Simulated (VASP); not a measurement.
## HfC5: relaxation of cell and atoms with PBE

HfC5:

```
CELL_PARAMETERS angstrom
4.49076 0.00000 0.00000
0.00000 5.07920 0.00000
0.00000 0.00000 6.29738
ATOMIC_POSITIONS crystal
Hf 0.00000 0.00000 0.50000
Hf 0.50000 0.50000 0.50000
C 0.33330 0.50000 0.00000
C 0.16670 0.75000 0.00000
C 0.33330 0.00000 0.00000
C 0.16670 0.25000 0.00000
C 0.66670 0.50000 0.00000
C 0.83330 0.25000 0.00000
C 0.66670 0.00000 0.00000
C 0.83330 0.75000 0.00000
C 0.50000 0.00000 0.50000
C 0.00000 0.50000 0.50000
```

```yaml
Program: VASP 6.6.1
Task: relaxation of cell and atoms
Functional: PBE
Potentials_or_basis: VASP PAW PBE potentials, release 64 (Hf_pv, C)
Cutoff: 600 eV
k_mesh: 4 × 3 × 3
Occupations: gaussian, width 0.2 eV
Spin: no spin polarisation
Dipole_correction: no
Further_INCAR_settings: ALGO = Normal; EDIFF = 1e-07; IBRION = 2; EDIFFG = -0.08; NSW = 36; ISIF = 3
```

```
Relaxed volume                        : 12.34 Å³/atom
Relaxed cell                          : a = 4.333 Å, b = 4.795 Å, c = 7.129 Å, α = 90.00°, β = 90.00°, γ = 90.00°
Space group after relaxing (to 0.1 Å) : Pmmm (No. 47)
Pressure after relaxing               : 0.2 GPa
Largest force after relaxing          : 0.039 eV/Å
Band gap on the k mesh                : zero (bands 30 and 31 overlap by 0.74 eV)
```

Forces in eV/Å, atoms in the order of the input:
```
Hf   0.000  0.000  0.000
Hf   0.000  0.000  0.000
C    0.039  0.000  0.000
C   -0.036 -0.013  0.000
C    0.012  0.000  0.000
C   -0.036  0.013  0.000
C   -0.039  0.000  0.000
C    0.036  0.013  0.000
C   -0.012  0.000  0.000
C    0.036 -0.013  0.000
C    0.000  0.000  0.000
C    0.000  0.000  0.000
```

Stress tensor (GPa, compression positive):
```
0.32 0.00 0.00
0.00 0.14 0.00
0.00 0.00 0.21
```

Final structure:
```
CELL_PARAMETERS angstrom
4.33254 0.00000 0.00000
0.00000 4.79542 0.00000
0.00000 0.00000 7.12905
ATOMIC_POSITIONS crystal
Hf 0.00000 0.00000 0.50000
Hf 0.50000 0.50000 0.50000
C 0.33423 0.50000 0.00000
C 0.16568 0.75058 0.00000
C 0.33415 0.00000 0.00000
C 0.16568 0.24942 0.00000
C 0.66577 0.50000 0.00000
C 0.83432 0.24942 0.00000
C 0.66585 0.00000 0.00000
C 0.83432 0.75058 0.00000
C 0.50000 0.00000 0.50000
C 0.00000 0.50000 0.50000
```

Levels at points of the mesh, in eV from the Fermi level:
```csv
k point,band 27,band 28,band 29,band 30,band 31,band 32,band 33,band 34
"(0.00, 0.00, 0.00)",-0.33,-0.20,-0.16,0.37,0.76,1.03,1.19,1.52
"(0.50, 0.00, 0.00)",-1.76,-1.75,-1.66,-1.53,0.86,0.94,0.95,1.32
```

Run time: 12 min on 1 thread of Intel(R) Xeon(R) Platinum 8488C (Sapphire Rapids), with other jobs on the host, peak memory 0.31 GiB.

Caveat: the k points lie up to 0.44 Å⁻¹ apart in the final cell, too coarse for converged energies and pressures of a metal; spin-orbit coupling is left out, which moves the levels of the heavy elements; the relaxation stopped at a loose force limit of 0.08 eV/Å, so its end isn't a converged minimum.
